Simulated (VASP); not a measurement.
Li, 1 atom in the cell. The structure is cubic, space group Fm-3m (No. 225). Conventional cell: a = 4.518 Å, b = 4.518 Å, c = 4.518 Å, α = 90.00°, β = 90.00°, γ = 90.00°. Li (site symmetry m-3m) has 12 Li at 3.19 Å within 4.2 Å. This isn't the form of Li at room conditions, which is bcc.

- Program: VASP 6.6.1
- Task: single point
- Functional: r2SCAN
- Potentials or basis: VASP PAW PBE potentials, release 64 (Li_sv)
- Cutoff: 520 eV
- k mesh: 16 × 16 × 16
- Occupations: gaussian, width 0.1 eV
- Spin: no spin polarisation
- Dipole correction: no
- Further INCAR settings: ALGO = Normal; EDIFF = 1e-06; NBANDS = 8

Potentials or basis: VASP PAW PBE potentials, release 64 (Li_sv).

Command:

```sh
$ cat potpaw_PBE.64/Li_sv/POTCAR > POTCAR
$ cp INCAR.step1 INCAR
$ mpirun -np 1 vasp_std > vasp.out
$ cp INCAR.step2 INCAR
$ mpirun -np 1 vasp_std > vasp.out
```

Hardware: 1 thread of Intel Xeon 8259CL (shared host).

**Question.** Estimate the wall time of this run.

**Answer.** It took 120 s on 1 thread of Intel Xeon 8259CL, on a shared host, peak memory 0.15 GiB. Counts: k points 145.
